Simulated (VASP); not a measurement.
# WS2 in VASP: notebook

The runs below take WS2 through single point, with LDA.

All numbers are computed with VASP 6.6.1; they aren't measurements. Logs are shortened: lines on timing, memory, paths and dates and some standing lists are left out, and cuts for length are marked.

### 1 The cell of the first run

The cell holds a slab with vacuum, 3 atoms: a = 3.162 Å, b = 3.162 Å, c = 16.837 Å, α = 90.00°, β = 90.00°, γ = 120.00°.

### 2 Single point, LDA (volume scaled by 0.98)

File INCAR:

```
PREC = Accurate ; ENCUT = 520
EDIFF = 1E-6 ; ISMEAR = -1
SIGMA = 0.05 ; LREAL = F
LASPH = T ; NELM = 60
ALGO = Normal ; ISIF = 2
LWAVE = F ; LCHARG = T
LELF = T ; LVHAR = T
NBANDS = 20
```

File KPOINTS:

```
Automatic mesh
0
Gamma
  10 10 2
```

File POSCAR:

```
WS2
1.0
    3.1621498298      0.0000000000      0.0000000000
   -1.5810749149      2.7385020831      0.0000000000
    0.0000000000      0.0000000000     16.8368121945
W S
1 2
Direct
    0.0000000000      0.0000000000      0.0000000000
    0.3333333333      0.6666666667      0.0920005100
    0.3333333333      0.6666666667      0.9079994900
```

Potentials or basis: VASP PAW LDA potentials, release 64 (W_sv, S).

Started as:

```sh
$ cat potpaw_LDA.64/W_sv/POTCAR potpaw_LDA.64/S/POTCAR > POTCAR
$ mpirun -np 1 vasp_std > vasp.out
```

OUTCAR:

```text
PREC = Accurate
   ENCUT = 520
   EDIFF = 1E-6
   ISMEAR = -1
   LREAL = F
   LASPH = T
   NELM = 60
   ISIF = 2

 ion  position               nearest neighbor table
   1  0.000  0.000  0.000-   2 2.39   3 2.39   2 2.39   3 2.39   2 2.39   3 2.39
   2  0.333  0.667  0.092-   1 2.39   1 2.39   1 2.39
   3  0.333  0.667  0.908-   1 2.39   1 2.39   1 2.39

  LATTYP: Found a hexagonal cell.
 ALAT       =     3.1621498298
 C/A-ratio  =     5.3244827414

  Lattice vectors:

 A1 = (   3.1621498298,   0.0000000000,   0.0000000000)
 A2 = (  -1.5810749149,   2.7385020831,   0.0000000000)
 A3 = (   0.0000000000,   0.0000000000,  16.8368121945)

Analysis of symmetry for initial positions (statically):
=====================================================================
 Subroutine PRICEL returns:
 Original cell was already a primitive cell.

 Routine SETGRP: Setting up the symmetry group for a
 hexagonal supercell.

 Subroutine GETGRP returns: Found 12 space group operations
 (whereof 12 operations were pure point group operations)
 out of a pool of 24 trial point group operations.

The static configuration has the point symmetry D_3h.

Analysis of symmetry for dynamics (positions and initial velocities):
=====================================================================
 Subroutine PRICEL returns:
 Original cell was already a primitive cell.

 Routine SETGRP: Setting up the symmetry group for a
 hexagonal supercell.

 Subroutine GETGRP returns: Found 12 space group operations
 (whereof 12 operations were pure point group operations)
 out of a pool of 24 trial point group operations.

The dynamic configuration has the point symmetry D_3h.

 Subroutine INISYM returns: Found 12 space group operations
 (whereof 12 operations are pure point group operations),
 and found     1 'primitive' translations

----------------------------------------------------------------------------------------

                                     Primitive cell

  volume of cell :     145.7993

  direct lattice vectors                    reciprocal lattice vectors
     3.162149830  0.000000000  0.000000000     0.316240550  0.182581566  0.000000000
    -1.581074915  2.738502083  0.000000000     0.000000000  0.365163133  0.000000000
     0.000000000  0.000000000 16.836812194     0.000000000  0.000000000  0.059393666

  length of vectors
     3.162149830  3.162149830 16.836812194     0.365163133  0.365163133  0.059393666

  position of ions in fractional coordinates (direct lattice)
     0.000000000  0.000000000  0.000000000
     0.333333333  0.666666667  0.092000510
     0.333333333  0.666666667  0.907999490

  ion indices of the primitive-cell ions
   primitive index   ion index
                 1           1
                 2           2
                 3           3

----------------------------------------------------------------------------------------

 KPOINTS: Automatic mesh

Automatic generation of k-mesh.
 Grid dimensions read from file:
 generate k-points for:   10   10    2

 Generating k-lattice:

  Cartesian coordinates                     Fractional coordinates (reciprocal lattice)
     0.031624055  0.018258157  0.000000000     0.100000000  0.000000000  0.000000000
     0.000000000  0.036516313  0.000000000     0.000000000  0.100000000  0.000000000
     0.000000000  0.000000000  0.029696833     0.000000000  0.000000000  0.500000000

  Length of vectors
     0.036516313  0.036516313  0.029696833

  Shift w.r.t. Gamma in fractional coordinates (k-lattice)
     0.000000000  0.000000000  0.000000000

 Subroutine IBZKPT returns following result:
 ===========================================

 Found     28 irreducible k-points:

 Following reciprocal coordinates:
            Coordinates               Weight
  0.000000  0.000000  0.000000      1.000000
  0.100000  0.000000  0.000000      6.000000
  0.200000  0.000000  0.000000      6.000000
  0.300000 -0.000000  0.000000      6.000000
  0.400000 -0.000000  0.000000      6.000000
  0.500000 -0.000000  0.000000      3.000000
[... 16 lines left out ...]
  0.300000  0.100000  0.500000     12.000000
  0.400000  0.100000  0.500000     12.000000
 [... further k-points ...]
   k-points           NKPTS =     28   k-points in BZ     NKDIM =     28   number of bands    NBANDS=     20
   number of dos      NEDOS =    301   number of ions     NIONS =      3
   total plane-waves  NPLWV =  72576
   dimension x,y,z NGX =    24 NGY =   24 NGZ =  126
   dimension x,y,z NGXF=    48 NGYF=   48 NGZF=  252
   ions per type =               1   2
   NGX,Y,Z   is equivalent  to a cutoff of  12.62, 12.62, 12.44 a.u.
   NGXF,Y,Z  is equivalent  to a cutoff of  25.24, 25.24, 24.88 a.u.
 SYSTEM =  unknown system
   PREC   = accura    normal or accurate (medium, high low for compatibility)
   ISTART =      0    job   : 0-new  1-cont  2-samecut
   ICHARG =      2    charge: 1-file 2-atom 10-const
   ISPIN  =      1    spin polarized calculation?
   LNONCOLLINEAR =      F non collinear calculations
   LSORBIT =      F    spin-orbit coupling
   LASPH  =      T    aspherical Exc in radial PAW
   ENCUT  =  520.0 eV  38.22 Ry    6.18 a.u.   5.88  5.88 31.31*2*pi/ulx,y,z
   NELM   =     60;   NELMIN=  2; NELMDL= -5     # of ELM steps
   EDIFF  = 0.1E-05   stopping-criterion for ELM
   LREAL  =      F    real-space projection
   EDIFFG = 0.1E-04   stopping-criterion for IOM
   NSW    =      0    number of steps for IOM
   IBRION =     -1    ionic relax: 0-MD 1-quasi-New 2-CG
   NFREE  =      0    steps in history (QN), initial steepest desc. (CG)
   ISIF   =      2    stress and relaxation
   ISYM   =      2    0-nonsym 1-usesym 2-fastsym
   POTIM  = 0.5000    time-step for ionic-motion
   TEBEG  =    0.0;   TEEND  =   0.0 temperature during run
   PSTRESS=    0.0 pullay stress
   NELECT =      26.0000    total number of electrons
   NUPDOWN=      -1.0000    fix difference up-down
   EMIN   =  10.00;   EMAX   =-10.00  energy-range for DOS
   EFERMI =   0.00;   METHOD = LEGACY
   ISMEAR =    -1;   SIGMA  =   0.05  broadening in eV -4-tet -1-fermi 0-gaus
   EFERMI_NEDOS =   21; number of points for ismear=-14 and -15
   IALGO  =     38    algorithm
   IMIX   =      4    mixing-type and parameters
     AMIX     =   0.40;   BMIX     =  1.00
     AMIX_MAG =   1.60;   BMIX_MAG =  1.00
  volume/ion in A,a.u.               =      48.60       327.97
  Fermi-wavevector in a.u.,A,eV,Ry     =   0.921469  1.741324 11.552781  0.849105
  Thomas-Fermi vector in A             =   2.046889
   LORBIT       =      0    0 simple, 1 ext, 2 COOP (PROOUT), +10 PAW based schemes
   GGA     = CA    functional components
   LHFCALC =     F    Hartree Fock is set to
   AEXX    =    0.0000 exact exchange contribution
   IVDW    =     0    specifies the selected vdW correction
   LEPSILON=     F    determine dielectric tensor
   LRPA    =     F    only Hartree local field effects (RPA)
 non-spin polarized calculation
  energy-cutoff  :      520.00
  volume of cell :      145.80
 maximum number of plane-waves:      3958
 NGX is ok and might be reduce to    24
   NGX = 11   NGY = 11   NGZ = 63

 number of electron      25.9999997 magnetization

 Free energy of the ion-electron system (eV)
  ---------------------------------------------------
  ext. energy  EPLUGINS =         0.00000000
  ---------------------------------------------------
  free energy    TOTEN  =       -26.14169920 eV

  energy without entropy =      -26.14169920  energy(sigma->0) =      -26.14169920

 E-fermi :  -0.3732     XC(G=0):  -4.6874

 val. band max:       -1.3747970900   @ k =   0.0000   0.0000   0.0000
 cond. band min:       0.6744621750   @ k =   0.3000   0.3000   0.0000
 fundamental gap:      2.0492592650
 Fermi energy:        -0.3731863474

 k-point     1 :       0.0000    0.0000    0.0000
  band No.  band energies     occupation
      1     -74.8499      2.00000
      2     -39.3831      2.00000
      3     -39.2046      2.00000
      4     -39.2046      2.00000
      5     -16.1487      2.00000
      6     -14.4009      2.00000
[... 12 lines left out ...]
     19       4.3490      0.00000
     20       4.3771      0.00000

 k-point     2 :       0.1000    0.0000    0.0000
  band No.  band energies     occupation
      1     -74.8481      2.00000
      2     -39.3766      2.00000
      3     -39.2406      2.00000
      4     -39.2129      2.00000
      5     -15.9777      2.00000
      6     -14.3421      2.00000
[... 12 lines left out ...]
     19       4.5454      0.00000
     20       4.8977      0.00000

 k-point     3 :       0.2000    0.0000    0.0000
  band No.  band energies     occupation
      1     -74.8433      2.00000
      2     -39.3595      2.00000
      3     -39.3341      2.00000
      4     -39.2347      2.00000
      5     -15.5026      2.00000
      6     -14.1797      2.00000
[... 12 lines left out ...]
     19       5.0933      0.00000
     20       5.9220      0.00000

 k-point     4 :       0.3000   -0.0000    0.0000
  band No.  band energies     occupation
      1     -74.8373      2.00000
      2     -39.4476      2.00000
      3     -39.3382      2.00000
      4     -39.2615      2.00000
      5     -14.8407      2.00000
      6     -13.9585      2.00000
[... 12 lines left out ...]
     19       5.8090      0.00000
     20       6.1768      0.00000

 k-point     5 :       0.4000   -0.0000    0.0000
  band No.  band energies     occupation
      1     -74.8325      2.00000
      2     -39.5378      2.00000
      3     -39.3209      2.00000
      4     -39.2830      2.00000
      5     -14.2094      2.00000
      6     -13.7582      2.00000
[... 12 lines left out ...]
     19       6.1631      0.00000
     20       6.3134      0.00000

 k-point     6 :       0.5000   -0.0000    0.0000
  band No.  band energies     occupation
      1     -74.8307      2.00000
      2     -39.5719      2.00000
      3     -39.3143      2.00000
      4     -39.2913      2.00000
      5     -13.9324      2.00000
      6     -13.6753      2.00000
[... 12 lines left out ...]
     19       6.3097      0.00000
     20       6.6507      0.00000

 k-point     7 :       0.1000    0.1000    0.0000
  band No.  band energies     occupation
      1     -74.8447      2.00000
      2     -39.3648      2.00000
      3     -39.3028      2.00000
      4     -39.2306      2.00000
      5     -15.6542      2.00000
      6     -14.2311      2.00000
[... 12 lines left out ...]
     19       4.9226      0.00000
     20       5.7680      0.00000
[... 277 lines left out ...]
 k-point    20 :       0.5000   -0.0000    0.5000
  band No.  band energies     occupation
      1     -74.8307      2.00000
      2     -39.5719      2.00000
      3     -39.3143      2.00000
      4     -39.2912      2.00000
      5     -13.9324      2.00000
      6     -13.6753      2.00000
[... 12 lines left out ...]
     19       6.3095      0.00000
     20       6.6515      0.00000

 k-point    21 :       0.1000    0.1000    0.5000
  band No.  band energies     occupation
      1     -74.8447      2.00000
      2     -39.3648      2.00000
      3     -39.3028      2.00000
      4     -39.2306      2.00000
      5     -15.6542      2.00000
      6     -14.2311      2.00000
[... 12 lines left out ...]
     19       4.7978      0.00000
     20       6.1012      0.00000

 k-point    22 :       0.2000    0.1000    0.5000
  band No.  band energies     occupation
      1     -74.8394      2.00000
      2     -39.3999      2.00000
      3     -39.3456      2.00000
      4     -39.2612      2.00000
      5     -15.0818      2.00000
      6     -14.0359      2.00000
[... 12 lines left out ...]
     19       5.4608      0.00000
     20       6.7524      0.00000

 k-point    23 :       0.3000    0.1000    0.5000
  band No.  band energies     occupation
      1     -74.8340      2.00000
      2     -39.4951      2.00000
      3     -39.3263      2.00000
      4     -39.2920      2.00000
      5     -14.4212      2.00000
      6     -13.8165      2.00000
[... 12 lines left out ...]
     19       6.2716      0.00000
     20       6.2919      0.00000

 k-point    24 :       0.4000    0.1000    0.5000
  band No.  band energies     occupation
      1     -74.8307      2.00000
      2     -39.5531      2.00000
      3     -39.3143      2.00000
      4     -39.3109      2.00000
      5     -13.9430      2.00000
      6     -13.6648      2.00000
[... 12 lines left out ...]
     19       6.8838      0.00000
     20       6.9023      0.00000

 [... further k-points ...]
[... 5 lines left out ...]
  --------------------------------------------------------------------------------------
  -------------------------------------------------------------------------------------
  Total       -1.0794306     -1.0794306     -0.0080863      0.0000000     -0.0000000     -0.0000000
  in kB      -11.8617819    -11.8617819     -0.0888600      0.0000000     -0.0000000     -0.0000000
  external PRESSURE =      -7.9374746 kB  Pullay stress =       0.0000000 kB

 VOLUME and BASIS-vectors are now :
 -----------------------------------------------------------------------------
  energy-cutoff  :      520.00
  volume of cell :      145.80
      direct lattice vectors                 reciprocal lattice vectors
     3.162149830  0.000000000  0.000000000     0.316240550  0.182581566  0.000000000
    -1.581074915  2.738502083  0.000000000     0.000000000  0.365163133  0.000000000
     0.000000000  0.000000000 16.836812194     0.000000000  0.000000000  0.059393666

 POSITION                                       TOTAL-FORCE (eV/Angst)
 -----------------------------------------------------------------------------------
      0.00000      0.00000      0.00000         0.000000      0.000000      0.000000
     -0.00000      1.82567      1.54900        -0.000000     -0.000000      0.006661
     -0.00000      1.82567     15.28782         0.000000     -0.000000     -0.006661
 -----------------------------------------------------------------------------------
    total drift:                                0.000000     -0.000000     -0.000000

  FREE ENERGIE OF THE ION-ELECTRON SYSTEM (eV)
  ---------------------------------------------------
  free  energy   TOTEN  =       -26.1416991985 eV

  energy  without entropy=      -26.1416991983  energy(sigma->0) =      -26.14169920
```

Wall time 40 s (1 thread of Intel Xeon 6975P-C (Granite Rapids), shared host); peak memory 0.24 GiB.

What came out:

```yaml
Free_energy: -26.1417 eV
Largest_force: 0.007 eV/Å
Band_gap_on_the_k_mesh: 2.05 eV, indirect (least direct gap 2.21 eV)
```

Forces in eV/Å, atoms in the order of the input:
```
W    0.000  0.000  0.000
S    0.000  0.000  0.007
S    0.000  0.000 -0.007
```

Levels at points of the mesh, in eV from the valence-band top:
```tsv
k point	band 9	band 10	band 11	band 12	band 13	band 14	band 15	band 16	band 17	band 18
(0.00, 0.00, 0.00)	-2.92	-2.05	-1.64	-1.64	0.00	2.98	2.98	3.21	3.21	5.13
(0.50, 0.00, 0.00)	-4.44	-3.46	-2.04	-1.21	-0.88	2.91	3.39	4.11	4.91	5.15
(0.00, 0.00, 0.50)	-2.92	-2.05	-1.64	-1.64	0.00	2.98	2.98	3.21	3.21	5.16
(0.50, 0.00, 0.50)	-4.44	-3.46	-2.04	-1.21	-0.88	2.91	3.39	4.11	4.91	5.15
```

Caveat: the cell differs from its parent crystal (volume scaled by 0.98); spin-orbit coupling is left out, which moves the levels of the heavy elements.

### 3 Single point, LDA

This run uses another cell than the first one, of 49.59 Å³/atom, 1.020 times its volume.

File INCAR:

```
SYSTEM = WS2
PREC = Accurate
ENCUT = 520
EDIFF = 1E-6
ISMEAR = -1
SIGMA = 0.05
LREAL = .FALSE.
LASPH = .TRUE.
NELM = 100
ALGO = Normal
ISIF = 2
LWAVE = .FALSE.
LCHARG = .FALSE.
NBANDS = 20
```

File KPOINTS:

```
regular mesh
0
G
  10 10 2
  0 0 0
```

File POSCAR:

```
WS2
1.0
    3.1835163552      0.0000000000      0.0000000000
   -1.5917581776      2.7570060369      0.0000000000
    0.0000000000      0.0000000000     16.9505778900
W S
1 2
Direct
    0.0000000000      0.0000000000      0.0000000000
    0.3333333333      0.6666666667      0.0920005100
    0.3333333333      0.6666666667      0.9079994900
```

Potentials or basis: VASP PAW LDA potentials, release 64 (W_sv, S).

Started as:

```sh
$ cat potpaw_LDA.64/W_sv/POTCAR potpaw_LDA.64/S/POTCAR > POTCAR
$ mpirun -np 1 vasp_std > vasp.out
```

It took 42 s on 1 thread of Intel Xeon 6975P-C (Granite Rapids), shared host; peak memory 0.25 GiB.

Results (log left out):

* Free energy: -26.1165 eV
* Largest force: 0.358 eV/Å
* Band gap on the k mesh: 1.99 eV, indirect (least direct gap 2.15 eV)

Forces in eV/Å, atoms in the order of the input:
```
W    0.000  0.000  0.000
S    0.000  0.000 -0.358
S    0.000  0.000  0.358
```

Levels at points of the mesh, in eV from the valence-band top:
```
           k point  band 11  band 12  band 13  band 14  band 15  band 16
(0.00, 0.00, 0.00)    -1.63    -1.63     0.00     2.90     2.90     3.10
(0.50, 0.00, 0.00)    -2.04    -1.22    -0.87     2.82     3.29     4.04
(0.00, 0.00, 0.50)    -1.63    -1.63     0.00     2.90     2.90     3.10
(0.50, 0.00, 0.50)    -2.04    -1.22    -0.87     2.82     3.29     4.04
```

Caveat: spin-orbit coupling is left out, which moves the levels of the heavy elements.

### 4 Single point, LDA (volume scaled by 1.02)

File INCAR:

```
PREC = Accurate ; ENCUT = 520
EDIFF = 1E-6 ; ISMEAR = -1
SIGMA = 0.05 ; LREAL = False
LASPH = True ; NELM = 80
ALGO = Normal ; ISIF = 2
LWAVE = False ; LCHARG = False
GGA = CA ; NBANDS = 20
```

File KPOINTS:

```
regular mesh
0
Gamma
  10 10 2
```

File POSCAR:

```
WS2
1.0
    3.2045998594      0.0000000000      0.0000000000
   -1.6022999297      2.7752648871      0.0000000000
    0.0000000000      0.0000000000     17.0628366442
W S
1 2
Direct
    0.0000000000      0.0000000000      0.0000000000
    0.3333333333      0.6666666667      0.0920005100
    0.3333333333      0.6666666667      0.9079994900
```

Started as:

```sh
$ cat potpaw_LDA.64/W_sv/POTCAR potpaw_LDA.64/S/POTCAR > POTCAR
$ mpirun -np 1 vasp_std > vasp.out
```

Run time: 42 s. Hardware: 1 thread of Intel Xeon 6975P-C (Granite Rapids), shared host; peak memory 0.25 GiB.

It converged, with:

```
Free energy            : -26.0711 eV
Largest force          : 0.695 eV/Å
Band gap on the k mesh : 1.93 eV, indirect (least direct gap 2.09 eV)
```

Forces in eV/Å, atoms in the order of the input:
```
W    0.000  0.000  0.000
S    0.000  0.000 -0.695
S    0.000  0.000  0.695
```

Levels at points of the mesh, in eV from the valence-band top:
```csv
k point,band 11,band 12,band 13,band 14,band 15,band 16
"(0.00, 0.00, 0.00)",-1.61,-1.61,0.00,2.83,2.83,3.01
"(0.50, 0.00, 0.00)",-2.03,-1.24,-0.87,2.73,3.19,3.97
"(0.00, 0.00, 0.50)",-1.61,-1.61,0.00,2.83,2.83,3.01
"(0.50, 0.00, 0.50)",-2.03,-1.24,-0.87,2.73,3.19,3.97
```

Caveat: the cell differs from its parent crystal (volume scaled by 1.02); spin-orbit coupling is left out, which moves the levels of the heavy elements.

### 5 The runs side by side

| cell | gap on the mesh (eV) | largest force (eV/Å) |
| --- | --- | --- |
| a = 3.162, b = 3.162, c = 16.837 Å, angles 90.0, 90.0, 120.0°, 3 atoms | 2.05 | 0.01 |
| a = 3.184, b = 3.184, c = 16.951 Å, angles 90.0, 90.0, 120.0°, 3 atoms | 1.99 | 0.36 |
| a = 3.205, b = 3.205, c = 17.063 Å, angles 90.0, 90.0, 120.0°, 3 atoms | 1.93 | 0.69 |

Alike in all rows: task single point; level LDA; potentials or basis VASP PAW LDA potentials, release 64 (W_sv, S); no spin polarisation; k mesh 10 × 10 × 2; cutoff (eV) 520; smearing fermi-dirac 0.05 eV.

Caveats: spin-orbit coupling is left out, which moves the levels of the heavy elements.

Absolute energies hang on the potentials; compare differences alone.
